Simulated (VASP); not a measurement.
Input of a VASP 6.6.1 run:

File INCAR:

```
PREC = Accurate ; ENCUT = 520
EDIFF = 1E-6 ; ISMEAR = 0
SIGMA = 0.1 ; LREAL = F
LASPH = T ; NELM = 100
ALGO = Fast ; ISIF = 2
LWAVE = F ; LCHARG = F
GGA = PE ; NBANDS = 43
```

File KPOINTS:

```
regular mesh
0
Gamma
  6 6 2
```

Contents of POSCAR:

```
Sn3Ge2
1.0
    2.3518991000     -2.2206104200      0.0000000000
    2.3518991000      2.2206104200      0.0000000000
   -2.0228399900      0.0000000000     11.7548906500
Sn Ge
3 2
Direct
    0.0000000000      0.0000000000      0.0000000000
    0.4000000000      0.4000000000      0.8000000000
    0.6000000000      0.6000000000      0.2000000000
    0.8000000000      0.8000000000      0.6000000000
    0.2000000000      0.2000000000      0.4000000000
```

Potentials or basis: VASP PAW PBE potentials, release 64 (Sn_d, Ge_d).

Command:

```bash
$ cat potpaw_PBE.64/Sn_d/POTCAR potpaw_PBE.64/Ge_d/POTCAR > POTCAR
$ mpirun -np 1 vasp_std > vasp.out
```

**Question.** Predict the pressure.

**Answer.** 1.0 GPa.

**Question.** Estimate the band gap on the k mesh.

**Answer.** Zero (bands 35 and 36 overlap by 4.12 eV).

Forces on the atoms (eV/Å):
```
Sn   0.000  0.000  0.000
Sn   0.007  0.000 -0.618
Sn  -0.007  0.000  0.618
Ge   0.022  0.000 -0.427
Ge  -0.022  0.000  0.427
```

Caveat: spin-orbit coupling is left out, which moves the levels of the heavy elements.
